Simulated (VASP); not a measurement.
# Ni in VASP: relaxation of cell and atoms with r2SCAN

Aim: the relaxation of cell and atoms of Ni with r2SCAN.

Everything below comes from runs of VASP 6.6.1. Logs are shortened: lines on timing, memory, paths and dates and some standing lists are left out, and cuts for length are marked.

### 1 The cell of the first run

The typed cell holds 2 atoms: a = 2.594 Å, b = 2.594 Å, c = 4.182 Å, α = 90.00°, β = 90.00°, γ = 120.00°.

### 2 Relaxation of cell and atoms, r2SCAN, collinear spin, ferromagnetic start

File POSCAR:

```
Ni
1.0
    2.5935530000      0.0000000000      0.0000000000
   -1.2967760000      2.2460850000      0.0000000000
    0.0000000000      0.0000000000      4.1821390000
Ni
2
Direct
    0.3333000000      0.6667000000      0.2500000000
    0.6666000000      0.3333000000      0.7500000000
```

File INCAR.step1:

```
ALGO = Normal
EDIFF = 1E-4
ENCUT = 600
GGA = PE
ISMEAR = 1
ISPIN = 2
LASPH = T
LCHARG = F
LMAXMIX = 4
LREAL = F
LWAVE = T
MAGMOM = 2 2
NELM = 150
PREC = Accurate
SIGMA = 0.0149
```

File INCAR.step2:

```
ALGO = Normal
EDIFF = 1E-7
EDIFFG = -0.01
ENCUT = 600
IBRION = 2
ISIF = 3
ISMEAR = 1
ISPIN = 2
ISTART = 1
LASPH = T
LCHARG = F
LMAXMIX = 4
LMIXTAU = T
LORBIT = 11
LREAL = F
LWAVE = F
MAGMOM = 2 2
METAGGA = R2SCAN
NELM = 150
NSW = 60
PREC = Accurate
SIGMA = 0.0149
```

File KPOINTS:

```
k-points
0
Gamma
  10 10 6
```

Potentials or basis: VASP PAW PBE potentials, release 64 (Ni).

The run is started by

```
$ cat potpaw_PBE.64/Ni/POTCAR > POTCAR
$ cp INCAR.step1 INCAR
$ mpirun -np 1 vasp_std > vasp.out
$ cp INCAR.step2 INCAR
$ mpirun -np 1 vasp_std > vasp.out
```

OUTCAR:

```text
EDIFF = 1E-7
   EDIFFG = -0.01
   ENCUT = 600
   IBRION = 2
   ISIF = 3
   ISMEAR = 1
   ISPIN = 2
   ISTART = 1
   LASPH = T
   LORBIT = 11
   LREAL = F
   METAGGA = R2SCAN
   NELM = 150
   NSW = 60
   PREC = Accurate

 ion  position               nearest neighbor table
   1  0.333  0.667  0.250-   2 2.57   2 2.57   2 2.57   2 2.57   2 2.57   2 2.57
   2  0.667  0.333  0.750-   1 2.57   1 2.57   1 2.57   1 2.57   1 2.57   1 2.57

  LATTYP: Found a hexagonal cell.
 ALAT       =     2.5935530000
 C/A-ratio  =     1.6125134131

  Lattice vectors:

 A1 = (   2.5935530000,   0.0000000000,   0.0000000000)
 A2 = (  -1.2967760000,   2.2460850000,   0.0000000000)
 A3 = (   0.0000000000,   0.0000000000,   4.1821390000)

Analysis of symmetry for initial positions (statically):
=====================================================================
 Subroutine PRICEL returns:
 Original cell was already a primitive cell.

 Routine SETGRP: Setting up the symmetry group for a
 hexagonal supercell.

 Subroutine GETGRP returns: Found  8 space group operations
 (whereof  2 operations were pure point group operations)
 out of a pool of 24 trial point group operations.

The static configuration has the point symmetry C_2 .
 The point group associated with its full space group is D_2h.

Analysis of symmetry for dynamics (positions and initial velocities):
=====================================================================
 Subroutine PRICEL returns:
 Original cell was already a primitive cell.

 Routine SETGRP: Setting up the symmetry group for a
 hexagonal supercell.

 Subroutine GETGRP returns: Found  8 space group operations
 (whereof  2 operations were pure point group operations)
 out of a pool of 24 trial point group operations.

The dynamic configuration has the point symmetry C_2 .
 The point group associated with its full space group is D_2h.

Analysis of structural, dynamic, and magnetic symmetry:
=====================================================================
 Subroutine PRICEL returns:
 Original cell was already a primitive cell.

 Routine SETGRP: Setting up the symmetry group for a
 hexagonal supercell.

 Subroutine GETGRP returns: Found  8 space group operations
 (whereof  2 operations were pure point group operations)
 out of a pool of 24 trial point group operations.

The overall configuration has the point symmetry C_2 .
 The point group associated with its full space group is D_2h.

[... 119 lines left out ...]
  volume/ion in A,a.u.               =      12.18        82.20
  Fermi-wavevector in a.u.,A,eV,Ry     =   1.532892  2.896746 31.970399  2.349758
  Thomas-Fermi vector in A             =   2.640035
   LORBIT       =     11    0 simple, 1 ext, 2 COOP (PROOUT), +10 PAW based schemes
   METAGGA = R2SCAN    functional components
   LHFCALC =     F    Hartree Fock is set to
   AEXX    =    0.0000 exact exchange contribution
   IVDW    =     0    specifies the selected vdW correction
   LEPSILON=     F    determine dielectric tensor
   LRPA    =     F    only Hartree local field effects (RPA)
 conjugate gradient relaxation of ions
 spin polarized calculation
 Methfessel and Paxton  Order N= 1 SIGMA  =   0.01
  energy-cutoff  :      600.00
  volume of cell :       24.36
 maximum number of plane-waves:       822
 NGX is ok and might be reduce to    24
   NGX = 11   NGY = 11   NGZ = 17

--------------------------------------- Ionic step        1  -------------------------------------------

 number of electron      19.9999989 magnetization       1.3999940

 Free energy of the ion-electron system (eV)
  ---------------------------------------------------
  ext. energy  EPLUGINS =         0.00000000
  ---------------------------------------------------
  free energy    TOTEN  =       -23.54916557 eV

  energy without entropy =      -23.54911906  energy(sigma->0) =      -23.54915007

------------------------ aborting loop because EDIFF is reached ----------------------------------------

  FORCE on cell =-STRESS in cart. coord.  units (eV):
  Direction    XX          YY          ZZ          XY          YZ          ZX
  --------------------------------------------------------------------------------------
  -------------------------------------------------------------------------------------
  Total       -3.7713222     -3.7711512     -2.4630681     -0.0000008      0.0000000      0.0000000
  in kB     -248.0187097   -248.0074614   -161.9821766     -0.0000552      0.0000000      0.0000000
  external PRESSURE =    -219.3361159 kB  Pullay stress =       0.0000000 kB
[... 23 lines left out ...]
--------------------------------------- Ionic step        2  -------------------------------------------

 number of electron      20.0000001 magnetization       1.3598531

 E-fermi :  11.3726     XC(G=0): -15.3553

 val. band max:       11.3713440890   @ k =  -0.4000   0.3000   0.0000
 cond. band min:      11.3728998371   @ k =   0.2000   0.2000   0.0000
 fundamental gap:      0.0015557481
 Fermi energy:        11.3726170451

 spin component 1

 k-point     1 :       0.0000    0.0000    0.0000
  band No.  band energies     occupation
      1       0.9742      1.00000
      2       5.3048      1.00000
      3       8.0344      1.00000
      4       8.2439      1.00000
      5       8.2442      1.00000
      6       8.5553      1.00000
[... 1158 lines left out ...]
--------------------------------------- Ionic step        9  -------------------------------------------

 number of electron      20.0000015 magnetization       1.3586621

 Free energy of the ion-electron system (eV)
  ---------------------------------------------------
  ext. energy  EPLUGINS =         0.00000000
  ---------------------------------------------------
  free energy    TOTEN  =       -23.82406665 eV

  energy without entropy =      -23.82403744  energy(sigma->0) =      -23.82405691

 E-fermi :   9.7125     XC(G=0): -14.5841

 val. band max:        9.7122556486   @ k =   0.3000   0.3000   0.0000
 cond. band min:       9.7325909776   @ k =   0.2000  -0.0000   0.3333
 fundamental gap:      0.0203353290
 Fermi energy:         9.7125399446

 spin component 1

 k-point     1 :       0.0000    0.0000    0.0000
  band No.  band energies     occupation
      1       0.1311      1.00000
      2       4.2689      1.00000
      3       6.6250      1.00000
      4       6.8792      1.00000
      5       6.8794      1.00000
      6       7.1349      1.00000
[... 936 lines left out ...]
  FREE ENERGIE OF THE ION-ELECTRON SYSTEM (eV)
  ---------------------------------------------------
  free  energy   TOTEN  =       -23.8240666456 eV

  energy  without entropy=      -23.8240374410  energy(sigma->0) =      -23.82405691

 reached required accuracy - stopping structural energy minimisation

 total charge

# of ion       s       p       d       tot
------------------------------------------
    1        0.525   0.541   8.339   9.404
    2        0.525   0.541   8.339   9.404
--------------------------------------------------
tot          1.049   1.082  16.677  18.808

 magnetization (x)

# of ion       s       p       d       tot
------------------------------------------
    1       -0.010  -0.044   0.753   0.699
    2       -0.010  -0.044   0.753   0.699
--------------------------------------------------
tot         -0.020  -0.089   1.506   1.398
```

OSZICAR.step1:

```text
N       E                     dE             d eps       ncg     rms          rms(c)
DAV:   1     0.910755058030E+02    0.91076E+02   -0.10750E+04  8072   0.197E+03
DAV:   2    -0.992457395412E+01   -0.10100E+03   -0.95352E+02  7992   0.269E+02
DAV:   3    -0.124928307161E+02   -0.25683E+01   -0.25265E+01  9632   0.597E+01
DAV:   4    -0.125199142877E+02   -0.27084E-01   -0.27080E-01 10920   0.490E+00
DAV:   5    -0.125202062258E+02   -0.29194E-03   -0.29194E-03  9792   0.441E-01    0.143E+01
DAV:   6    -0.117501272359E+02    0.77008E+00   -0.14645E+01  8104   0.826E+01    0.109E+01
DAV:   7    -0.107625050109E+02    0.98762E+00   -0.33768E+00  8232   0.361E+01    0.213E+00
DAV:   8    -0.107568771667E+02    0.56278E-02   -0.18989E-02 11144   0.140E+00    0.126E+00
DAV:   9    -0.107529160548E+02    0.39611E-02   -0.75069E-04 11192   0.343E-01    0.507E-01
DAV:  10    -0.107503339074E+02    0.25821E-02   -0.11527E-03 10584   0.711E-01    0.148E-01
DAV:  11    -0.107504287921E+02   -0.94885E-04   -0.19283E-04  6248   0.231E-01
   1 F= -.10750429E+02 E0= -.10750433E+02  d E =0.128947E-04  mag=     1.3624
```

It took 41 min on 1 thread of Intel Xeon Platinum 8375C at 2.90GHz (Ice Lake), shared host; peak memory 0.25 GiB.

Results:

```
Free energy                                           : -23.8241 eV
Relaxed volume                                        : 10.56 Å³/atom
Relaxed cell                                          : a = 2.442 Å, b = 2.442 Å, c = 4.088 Å, α = 90.00°, β = 90.00°, γ = 120.00°
Space group after relaxing (to 0.05 Å)                : P6_3/mmc (No. 194)
Energy gained by relaxing                             : 137.5 meV/atom
Ionic steps                                           : 9
Pressure after relaxing                               : 0.0 GPa
Net moment                                            : 1.36 μB per cell
Site moments                                          : Ni +0.70 μB
Valence electrons inside the program's atomic spheres : Ni 9.40
```

Step by step:
```tsv
step	energy change (eV)	largest force (eV/Å)	pressure (GPa)	volume (Å³)
1	0.0000	0.0001	-21.93	24.36
2	-0.0867	0.0003	30.76	18.94
3	-0.2704	0.0002	0.00	21.10
4	-0.2704	0.0002	0.64	21.04
5	-0.2748	0.0002	0.30	21.08
6	-0.2749	0.0002	0.27	21.08
7	-0.2749	0.0002	0.26	21.08
8	-0.2749	0.0001	-0.26	21.13
9	-0.2749	0.0002	-0.04	21.11
```

Final structure:
```cif
data_structure
_symmetry_space_group_name_H-M 'P 1'
_symmetry_Int_Tables_number 1
_cell_length_a 2.4422
_cell_length_b 2.4422
_cell_length_c 4.0876
_cell_angle_alpha 90.000
_cell_angle_beta 90.000
_cell_angle_gamma 120.000
_cell_volume 21.11
loop_
_atom_site_label
_atom_site_type_symbol
_atom_site_fract_x
_atom_site_fract_y
_atom_site_fract_z
_atom_site_occupancy
Ni1 Ni 0.33330 0.66669 0.25000 1
Ni2 Ni 0.66660 0.33331 0.75000 1
```

Caveat: the PAW data sets were made with another functional, which shifts forces and pressure a little.
